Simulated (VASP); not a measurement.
Input of a VASP 6.6.1 run:

Contents of INCAR:

```
SYSTEM = AgCl
PREC = Accurate
ENCUT = 520
EDIFF = 1E-7
ISMEAR = -1
SIGMA = 0.05
LREAL = .False.
LASPH = .True.
NELM = 150
ALGO = Normal
ISIF = 2
LWAVE = .False.
LCHARG = .False.
MAGMOM = 0 0 0 0 0 0
LORBIT = 11
LSORBIT = .True.
GGA_COMPAT = .False.
LORBMOM = .True.
LMAXMIX = 4
GGA = PS
NBANDS = 30
```

Contents of KPOINTS:

```
Automatic mesh
0
Gamma
  8 8 8
  0 0 0
```

Contents of POSCAR:

```
AgCl
1.0
    0.0000000000      2.7350000000      2.7350000000
    2.7350000000      0.0000000000      2.7350000000
    2.7350000000      2.7350000000      0.0000000000
Ag Cl
1 1
Direct
    0.0000000000      0.0000000000      0.0000000000
    0.5000000000      0.5000000000      0.5000000000
```

Potentials or basis: VASP PAW PBE potentials, release 64 (Ag, Cl).

Command:

```bash
$ cat potpaw_PBE.64/Ag/POTCAR potpaw_PBE.64/Cl/POTCAR > POTCAR
$ mpirun -np 1 vasp_ncl > vasp.out
```

Question: Predict the net moment.

Answer: 0.00 μB per cell.

Question: Estimate the pressure.

Answer: -0.8 GPa.

Moments on the atoms (μB; x, y, z):
```
Ag  0.00 0.00 0.00
Cl  0.00 0.00 0.00
```

Caveat: the PAW data sets were made with another functional, which shifts forces and pressure a little.
